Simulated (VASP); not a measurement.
# Ir (P6_3/mmc) in VASP: further runs

Ir is run at these levels: PBEsol; tasks: single point.

All numbers are computed with VASP 6.6.1; they aren't measurements. Logs are shortened: lines on timing, memory, paths and dates and some standing lists are left out, and cuts for length are marked.

### Step 1. The cell of the first run

It takes space group P6_3/mmc (No. 194, hexagonal). Conventional cell: a = 2.751 Å, b = 2.751 Å, c = 4.462 Å, α = 90.00°, β = 90.00°, γ = 120.00°. Ir (site symmetry -6m2) has 12 Ir at 2.74 to 2.75 Å within 3.6 Å.

### Step 2. Single point, PBEsol

File INCAR:

```
SYSTEM = Ir
PREC = Accurate
ENCUT = 520
EDIFF = 1E-7
ISMEAR = 1
SIGMA = 0.3
LREAL = .FALSE.
LASPH = .TRUE.
NELM = 80
ALGO = Normal
ISIF = 2
LWAVE = .FALSE.
LCHARG = .FALSE.
GGA = PS
NBANDS = 16
```

File KPOINTS:

```
Automatic mesh
0
G
  14 14 8
  0 0 0
```

File POSCAR:

```
Ir
1.0
    2.7513800000      0.0000000000      0.0000000000
   -1.3756900000      2.3827600000      0.0000000000
    0.0000000000      0.0000000000      4.4622900000
Ir
2
Direct
    0.6666666667      0.3333333333      0.7500000000
    0.3333333333      0.6666666667      0.2500000000
```

Potentials or basis: VASP PAW PBE potentials, release 64 (Ir).

The run is started by

```
$ cat potpaw_PBE.64/Ir/POTCAR > POTCAR
$ mpirun -np 1 vasp_std > vasp.out
```

OUTCAR:

```text
SYSTEM = Ir
   PREC = Accurate
   ENCUT = 520
   EDIFF = 1E-7
   ISMEAR = 1
   LREAL = .FALSE.
   LASPH = .TRUE.
   NELM = 80
   ISIF = 2
   GGA = PS

 ion  position               nearest neighbor table
   1  0.667  0.333  0.750-   2 2.74   2 2.74   2 2.74   2 2.74   2 2.74   2 2.74
   2  0.333  0.667  0.250-   1 2.74   1 2.74   1 2.74   1 2.74   1 2.74   1 2.74

  LATTYP: Found a hexagonal cell.
 ALAT       =     2.7513800000
 C/A-ratio  =     1.6218370418

  Lattice vectors:

 A1 = (   2.7513800000,   0.0000000000,   0.0000000000)
 A2 = (  -1.3756900000,   2.3827600000,   0.0000000000)
 A3 = (   0.0000000000,   0.0000000000,   4.4622900000)

Analysis of symmetry for initial positions (statically):
=====================================================================
 Subroutine PRICEL returns:
 Original cell was already a primitive cell.

 Routine SETGRP: Setting up the symmetry group for a
 hexagonal supercell.

 Subroutine GETGRP returns: Found 24 space group operations
 (whereof 12 operations were pure point group operations)
 out of a pool of 24 trial point group operations.

The static configuration has the point symmetry D_3d.
 The point group associated with its full space group is D_6h.

Analysis of symmetry for dynamics (positions and initial velocities):
=====================================================================
 Subroutine PRICEL returns:
 Original cell was already a primitive cell.

 Routine SETGRP: Setting up the symmetry group for a
 hexagonal supercell.

 Subroutine GETGRP returns: Found 24 space group operations
 (whereof 12 operations were pure point group operations)
 out of a pool of 24 trial point group operations.

The dynamic configuration has the point symmetry D_3d.
 The point group associated with its full space group is D_6h.

 Subroutine INISYM returns: Found 24 space group operations
 (whereof 12 operations are pure point group operations),
 and found     1 'primitive' translations

----------------------------------------------------------------------------------------

                                     Primitive cell

  volume of cell :      29.2542

  direct lattice vectors                    reciprocal lattice vectors
     2.751380000  0.000000000  0.000000000     0.363453976  0.209840689  0.000000000
    -1.375690000  2.382760000  0.000000000     0.000000000  0.419681378  0.000000000
     0.000000000  0.000000000  4.462290000     0.000000000  0.000000000  0.224100182

  length of vectors
[... 77 lines left out ...]
   LNONCOLLINEAR =      F non collinear calculations
   LSORBIT =      F    spin-orbit coupling
   LASPH  =      T    aspherical Exc in radial PAW
   ENCUT  =  520.0 eV  38.22 Ry    6.18 a.u.   5.12  5.12  8.30*2*pi/ulx,y,z
   NELM   =     80;   NELMIN=  2; NELMDL= -5     # of ELM steps
   EDIFF  = 0.1E-06   stopping-criterion for ELM
   LREAL  =      F    real-space projection
   EDIFFG = 0.1E-05   stopping-criterion for IOM
   NSW    =      0    number of steps for IOM
   IBRION =     -1    ionic relax: 0-MD 1-quasi-New 2-CG
   NFREE  =      0    steps in history (QN), initial steepest desc. (CG)
   ISIF   =      2    stress and relaxation
   ISYM   =      2    0-nonsym 1-usesym 2-fastsym
   POTIM  = 0.5000    time-step for ionic-motion
   TEBEG  =    0.0;   TEEND  =   0.0 temperature during run
   PSTRESS=    0.0 pullay stress
   NELECT =      18.0000    total number of electrons
   NUPDOWN=      -1.0000    fix difference up-down
   EMIN   =  10.00;   EMAX   =-10.00  energy-range for DOS
   EFERMI =   0.00;   METHOD = LEGACY
   ISMEAR =     1;   SIGMA  =   0.30  broadening in eV -4-tet -1-fermi 0-gaus
   EFERMI_NEDOS =   21; number of points for ismear=-14 and -15
   IALGO  =     38    algorithm
   IMIX   =      4    mixing-type and parameters
     AMIX     =   0.40;   BMIX     =  1.00
     AMIX_MAG =   1.60;   BMIX_MAG =  1.00
  volume/ion in A,a.u.               =      14.63        98.71
  Fermi-wavevector in a.u.,A,eV,Ry     =   1.392417  2.631287 26.379332  1.938826
  Thomas-Fermi vector in A             =   2.516162
   LORBIT       =      0    0 simple, 1 ext, 2 COOP (PROOUT), +10 PAW based schemes
   GGA     = PS    functional components
   LHFCALC =     F    Hartree Fock is set to
   AEXX    =    0.0000 exact exchange contribution
   IVDW    =     0    specifies the selected vdW correction
   LEPSILON=     F    determine dielectric tensor
   LRPA    =     F    only Hartree local field effects (RPA)
 non-spin polarized calculation
 Methfessel and Paxton  Order N= 1 SIGMA  =   0.30
  energy-cutoff  :      520.00
  volume of cell :       29.25
 maximum number of plane-waves:       796
   NGX = 11   NGY = 11   NGZ = 17

 number of electron      17.9999997 magnetization

 Free energy of the ion-electron system (eV)
  ---------------------------------------------------
  ext. energy  EPLUGINS =         0.00000000
  ---------------------------------------------------
  free energy    TOTEN  =       -19.44421977 eV

  energy without entropy =      -19.44511533  energy(sigma->0) =      -19.44451829

 E-fermi :   9.7843     XC(G=0): -13.9058

 val. band max:        9.7819919348   @ k =   0.3571   0.0714   0.2500
 cond. band min:       9.7850409541   @ k =   0.3571   0.2857   0.2500
 fundamental gap:      0.0030490193
 Fermi energy:         9.7842908539

 k-point     1 :       0.0000    0.0000    0.0000
  band No.  band energies     occupation
      1      -1.1575      2.00000
      2       1.9085      2.00000
      3       6.0158      2.00000
      4       6.1209      2.00000
      5       6.1209      2.00000
      6       6.7486      2.00000
[... 433 lines left out ...]
      3       4.1070      2.00000
      4       4.9325      2.00000
      5       5.6296      2.00000
      6       5.8658      2.00000
[... 8 lines left out ...]
     15      22.8404      0.00000
     16      23.0342      0.00000

 [... further k-points ...]
[... 5 lines left out ...]
  --------------------------------------------------------------------------------------
  -------------------------------------------------------------------------------------
  Total       -2.1267888     -2.1267799     -2.2214483     -0.0000000      0.0000000      0.0000000
  in kB     -116.4786358   -116.4781494   -121.6628905     -0.0000000      0.0000000      0.0000000
  external PRESSURE =    -118.2065586 kB  Pullay stress =       0.0000000 kB

 VOLUME and BASIS-vectors are now :
 -----------------------------------------------------------------------------
  energy-cutoff  :      520.00
  volume of cell :       29.25
      direct lattice vectors                 reciprocal lattice vectors
     2.751380000  0.000000000  0.000000000     0.363453976  0.209840689  0.000000000
    -1.375690000  2.382760000  0.000000000     0.000000000  0.419681378  0.000000000
     0.000000000  0.000000000  4.462290000     0.000000000  0.000000000  0.224100182

 POSITION                                       TOTAL-FORCE (eV/Angst)
 -----------------------------------------------------------------------------------
      1.37569      0.79425      3.34672        -0.000000      0.000000      0.000000
     -0.00000      1.58851      1.11557         0.000000      0.000000      0.000000
 -----------------------------------------------------------------------------------
    total drift:                               -0.000000      0.000000     -0.000000

  FREE ENERGIE OF THE ION-ELECTRON SYSTEM (eV)
  ---------------------------------------------------
  free  energy   TOTEN  =       -19.4442197691 eV

  energy  without entropy=      -19.4451153263  energy(sigma->0) =      -19.44451829
```

It took 34 s on 1 thread of Intel Xeon 6455B, shared host; peak memory 0.17 GiB.

Results:

```
Free energy            : -19.4442 eV
Pressure               : -11.8 GPa
Band gap on the k mesh : zero (band 9 reaches 10.71 eV, above the bottom of band 10 at 7.53 eV)
```

Stress tensor (GPa, compression positive):
```
-11.65   0.00   0.00
  0.00 -11.65   0.00
  0.00   0.00 -12.17
```

Levels at points of the mesh, in eV from the Fermi level:
| k point | band 7 | band 8 | band 9 | band 10 | band 11 | band 12 |
| --- | --- | --- | --- | --- | --- | --- |
| (0.00, 0.00, 0.00) | -3.04 | -2.27 | -2.27 | -0.79 | 0.27 | 0.27 |
| (0.50, 0.00, 0.00) | -2.86 | 0.68 | 0.92 | 1.08 | 2.83 | 4.24 |
| (0.00, 0.00, 0.50) | -3.78 | -3.78 | -0.45 | -0.45 | -0.45 | -0.45 |
| (0.50, 0.00, 0.50) | -0.93 | -0.93 | 0.92 | 0.92 | 1.95 | 1.95 |

Caveat: the PAW data sets were made with another functional, which shifts forces and pressure a little; spin-orbit coupling is left out, which moves the levels of the heavy elements.

### Step 3. Single point, PBEsol

File INCAR:

```
SYSTEM = Ir
ALGO     = Normal         ! electronic algorithm
EDIFF    = 1E-6           ! SCF threshold, eV
ENCUT    = 520            ! plane-wave cutoff, eV
GGA      = PS             ! functional
ISIF     = 2              ! what is computed and relaxed
ISMEAR   = 1              ! smearing method
LASPH    = .True.         ! aspherical terms in the spheres
LCHARG   = .True.         ! write CHGCAR
LELF     = .True.         ! ELF
LREAL    = .False.        ! projectors in reciprocal space
LVHAR    = .True.       
LWAVE    = .False.        ! write WAVECAR
NBANDS   = 16             ! bands
NELM     = 80             ! most SCF steps
PREC     = Accurate       ! precision mode
SIGMA    = 0.2            ! smearing width, eV
```

File KPOINTS:

```
k-points
0
Gamma
  14 14 8
  0 0 0
```

POSCAR is that of step 2.

Potentials or basis: VASP PAW PBE potentials, release 64 (Ir).

The run is started by

```
$ cat potpaw_PBE.64/Ir/POTCAR > POTCAR
$ mpirun -np 1 vasp_std > vasp.out
```

OUTCAR:

```text
SYSTEM = Ir
   EDIFF = 1E-6
   ENCUT = 520
   GGA = PS
   ISIF = 2
   ISMEAR = 1
   LASPH = .True.
   LREAL = .False.
   NELM = 80
   PREC = Accurate

 ion  position               nearest neighbor table
   1  0.667  0.333  0.750-   2 2.74   2 2.74   2 2.74   2 2.74   2 2.74   2 2.74
   2  0.333  0.667  0.250-   1 2.74   1 2.74   1 2.74   1 2.74   1 2.74   1 2.74

  LATTYP: Found a hexagonal cell.
 ALAT       =     2.7513800000
 C/A-ratio  =     1.6218370418

  Lattice vectors:

 A1 = (   2.7513800000,   0.0000000000,   0.0000000000)
 A2 = (  -1.3756900000,   2.3827600000,   0.0000000000)
 A3 = (   0.0000000000,   0.0000000000,   4.4622900000)

Analysis of symmetry for initial positions (statically):
=====================================================================
 Subroutine PRICEL returns:
 Original cell was already a primitive cell.

 Routine SETGRP: Setting up the symmetry group for a
 hexagonal supercell.

 Subroutine GETGRP returns: Found 24 space group operations
 (whereof 12 operations were pure point group operations)
 out of a pool of 24 trial point group operations.

The static configuration has the point symmetry D_3d.
 The point group associated with its full space group is D_6h.

[... 156 lines left out ...]
  ---------------------------------------------------
  free energy    TOTEN  =       -19.44415200 eV

  energy without entropy =      -19.44320238  energy(sigma->0) =      -19.44383546

 E-fermi :   9.7850     XC(G=0): -13.9057

 val. band max:        9.7825689662   @ k =   0.3571   0.0714   0.2500
 cond. band min:       9.7856721561   @ k =   0.3571   0.2857   0.2500
 fundamental gap:      0.0031031899
 Fermi energy:         9.7850349702

 k-point     1 :       0.0000    0.0000    0.0000
  band No.  band energies     occupation
      1      -1.1574      2.00000
      2       1.9092      2.00000
      3       6.0163      2.00000
      4       6.1217      2.00000
      5       6.1217      2.00000
      6       6.7495      2.00000
[... 433 lines left out ...]
      3       4.1075      2.00000
      4       4.9329      2.00000
      5       5.6296      2.00000
      6       5.8659      2.00000
[... 8 lines left out ...]
     15      22.8411      0.00000
     16      23.0341      0.00000

 [... further k-points ...]
[... 5 lines left out ...]
  --------------------------------------------------------------------------------------
  -------------------------------------------------------------------------------------
  Total       -2.1258583     -2.1258494     -2.2060947      0.0000000      0.0000000      0.0000000
  in kB     -116.4276732   -116.4271870   -120.8220117      0.0000000      0.0000000      0.0000000
  external PRESSURE =    -117.8922906 kB  Pullay stress =       0.0000000 kB

 VOLUME and BASIS-vectors are now :
 -----------------------------------------------------------------------------
  energy-cutoff  :      520.00
  volume of cell :       29.25
      direct lattice vectors                 reciprocal lattice vectors
     2.751380000  0.000000000  0.000000000     0.363453976  0.209840689  0.000000000
    -1.375690000  2.382760000  0.000000000     0.000000000  0.419681378  0.000000000
     0.000000000  0.000000000  4.462290000     0.000000000  0.000000000  0.224100182

 POSITION                                       TOTAL-FORCE (eV/Angst)
 -----------------------------------------------------------------------------------
      1.37569      0.79425      3.34672         0.000000     -0.000000      0.000000
     -0.00000      1.58851      1.11557        -0.000000      0.000000      0.000000
 -----------------------------------------------------------------------------------
    total drift:                               -0.000000      0.000000     -0.000000

  FREE ENERGIE OF THE ION-ELECTRON SYSTEM (eV)
  ---------------------------------------------------
  free  energy   TOTEN  =       -19.4441520012 eV

  energy  without entropy=      -19.4432023795  energy(sigma->0) =      -19.44383546
```

Wall time 44 s (1 thread of Intel Xeon 6455B, shared host); peak memory 0.18 GiB.

Results:

```yaml
Free_energy: -19.4442 eV
Pressure: -11.8 GPa
Band_gap_on_the_k_mesh: zero (band 9 reaches 10.71 eV, above the bottom of band 10 at 7.53 eV)
```

Stress tensor (GPa, compression positive):
```
-11.64   0.00   0.00
  0.00 -11.64   0.00
  0.00   0.00 -12.08
```

Levels at points of the mesh, in eV from the Fermi level:
| k point | band 7 | band 8 | band 9 | band 10 | band 11 | band 12 |
| --- | --- | --- | --- | --- | --- | --- |
| (0.00, 0.00, 0.00) | -3.04 | -2.27 | -2.27 | -0.79 | 0.27 | 0.27 |
| (0.50, 0.00, 0.00) | -2.86 | 0.68 | 0.92 | 1.08 | 2.83 | 4.24 |
| (0.00, 0.00, 0.50) | -3.78 | -3.78 | -0.45 | -0.45 | -0.45 | -0.45 |
| (0.50, 0.00, 0.50) | -0.93 | -0.93 | 0.92 | 0.92 | 1.95 | 1.95 |

Caveat: the PAW data sets were made with another functional, which shifts forces and pressure a little; spin-orbit coupling is left out, which moves the levels of the heavy elements.

### Step 4. Single point, PBEsol

File INCAR:

```
PREC = Accurate ; ENCUT = 520
EDIFF = 1E-7 ; ISMEAR = 1
SIGMA = 0.1 ; LREAL = F
LASPH = T ; NELM = 80
ALGO = Normal ; ISIF = 2
LWAVE = F ; LCHARG = F
GGA = PS ; NBANDS = 16
```

File KPOINTS:

```
regular mesh
0
Gamma
  14 14 8
```

POSCAR is that of step 3.

The run is started by

```
$ cat potpaw_PBE.64/Ir/POTCAR > POTCAR
$ mpirun -np 1 vasp_std > vasp.out
```

Run time: 44 s. Hardware: 1 thread of Intel Xeon 6455B, shared host; peak memory 0.17 GiB.

It converged, with:

| Item | Value |
| --- | --- |
| Free energy | -19.4432 eV |
| Pressure | -11.8 GPa |
| Band gap on the k mesh | zero (band 9 reaches 10.71 eV, above the bottom of band 10 at 7.53 eV) |

Stress tensor (GPa, compression positive):
```
-11.67   0.00   0.00
  0.00 -11.67   0.00
  0.00   0.00 -11.93
```

Levels at points of the mesh, in eV from the Fermi level:
```csv
k point,band 6,band 7,band 8,band 9,band 10,band 11,band 12,band 13
"(0.00, 0.00, 0.00)",-3.05,-3.05,-2.28,-2.28,-0.80,0.26,0.26,6.73
"(0.50, 0.00, 0.00)",-3.35,-2.87,0.67,0.92,1.07,2.82,4.23,8.01
"(0.00, 0.00, 0.50)",-3.79,-3.79,-3.79,-0.46,-0.46,-0.46,-0.46,13.54
"(0.50, 0.00, 0.50)",-2.04,-0.94,-0.94,0.91,0.91,1.94,1.94,7.34
```

Caveat: the PAW data sets were made with another functional, which shifts forces and pressure a little; spin-orbit coupling is left out, which moves the levels of the heavy elements.

[end of part 1 of 2]
